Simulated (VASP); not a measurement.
Here is a VASP 6.6.1 calculation.

File POSCAR:

```
LiCl
1.0
    0.0000000000      2.6417028000      2.4878172000
    2.6417028000      0.0000000000      2.4878172000
    2.6417028000      2.6417028000      0.0000000000
Li Cl
1 1
Direct
    0.0000000000      0.0000000000      0.0000000000
    0.5000000000      0.5000000000      0.5000000000
```

INCAR.step1

```
PREC = Accurate ; ENCUT = 520
ISMEAR = 0 ; SIGMA = 0.05
LREAL = F ; LASPH = T
NELM = 60 ; NBANDS = 12
GGA = PE ; ALGO = Normal
EDIFF = 1E-4 ; LWAVE = T
LCHARG = F
```

Contents of INCAR.step2:

```
PREC = Accurate ; ENCUT = 520
EDIFF = 1E-6 ; ISMEAR = 0
SIGMA = 0.05 ; LREAL = F
LASPH = T ; NELM = 60
ALGO = Normal ; ISIF = 2
LWAVE = F ; LCHARG = F
METAGGA = R2SCAN ; LMIXTAU = T
NBANDS = 12 ; ISTART = 1
```

The input KPOINTS:

```
regular mesh
0
Gamma
  8 8 8
```

Potentials or basis: VASP PAW PBE potentials, release 64 (Li_sv, Cl).

Launch:

```bash
$ cat potpaw_PBE.64/Li_sv/POTCAR potpaw_PBE.64/Cl/POTCAR > POTCAR
$ cp INCAR.step1 INCAR
$ mpirun -np 1 vasp_std > vasp.out
$ cp INCAR.step2 INCAR
$ mpirun -np 1 vasp_std > vasp.out
```

Problem. What does it give for the band gap on the k mesh?

Solution. 7.06 eV.

Caveat: the cell differs from its parent crystal (strain +0.030 along x and y, -0.030 along z). A k mesh can miss the band edges.
